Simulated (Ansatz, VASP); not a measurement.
**AlCo: VASP beside Ansatz**

INCAR

```
SYSTEM = AlCo
PREC     = Accurate       ! precision mode
ENCUT    = 520            ! plane-wave cutoff, eV
EDIFF    = 1E-7           ! SCF threshold, eV
ISMEAR   = 0              ! smearing method
SIGMA    = 0.15           ! smearing width, eV
LREAL    = .FALSE.        ! projectors in reciprocal space
LASPH    = .TRUE.         ! aspherical terms in the spheres
NELM     = 100            ! most SCF steps
ALGO     = Fast           ! electronic algorithm
ISIF     = 2              ! what is computed and relaxed
LWAVE    = .FALSE.        ! write WAVECAR
LCHARG   = .FALSE.        ! write CHGCAR
GGA      = PE             ! functional
NBANDS   = 13             ! bands
```

Contents of KPOINTS:

```
Automatic mesh
0
G
  24 24 24
  0 0 0
```

POSCAR

```
AlCo
1.0
    2.6837429181      0.0000000000      0.0000000000
    0.0000000000      2.6837429181      0.0000000000
    0.0000000000      0.0000000000      3.2204915017
Al Co
1 1
Direct
    0.0000000000      0.0000000000      0.0000000000
    0.5000000000      0.5000000000      0.5000000000
```

Input for Ansatz:

```yaml
crystal:
  lattice:
    - [2.6837429181, 0.0, 0.0]
    - [0.0, 2.6837429181, 0.0]
    - [0.0, 0.0, 3.2204915017]
  atoms:
    - { symbol: Al, position: [0.0, 0.0, 0.0] }
    - { symbol: Co, position: [0.5, 0.5, 0.5] }
basis:
  ecutwfc: 420
kpoints:
  mp_grid: { grid: [24, 24, 24] }
hamiltonian:
  xc: pbe
scf:
  occupations: { method: gaussian, width: 0.15 }
output:
  forces: true
  stress: true
  eigenvalues: true
  write_density: true
  write_potential: true
  elf: true
  volumetric_format: npy
```

Alike in both runs: task single point; functional PBE; k mesh 24 × 24 × 24; occupations gaussian, width 0.15 eV; no spin polarisation.

|  | VASP | Ansatz |
| --- | --- | --- |
| version | VASP 6.6.1 | Ansatz 0.2.0 |
| potentials or method | VASP PAW PBE potentials, release 64 (Al, Co), cutoff 520 eV | scalar-relativistic, plane waves, PAW |
| valence electrons in the cell | 12 | 20 |

|  | VASP | Ansatz | Ansatz less VASP |
| --- | --- | --- | --- |
| gap on the k mesh at the Fermi level (eV) | none | none | - |
| pressure (GPa) | 2.8 | 2.8 | +0.07 |
| traceless stress, the component that is largest in VASP (GPa) | -10.87 | -10.76 | +0.108 |

A gap of «none» marks a metal or a gap that the smearing closes. The functional is the same, so the differences come from potentials, cutoffs and numerics. VASP's potentials hold 12 valence electrons a cell and Ansatz's 20, so a difference there can come from the potentials and not from the codes.
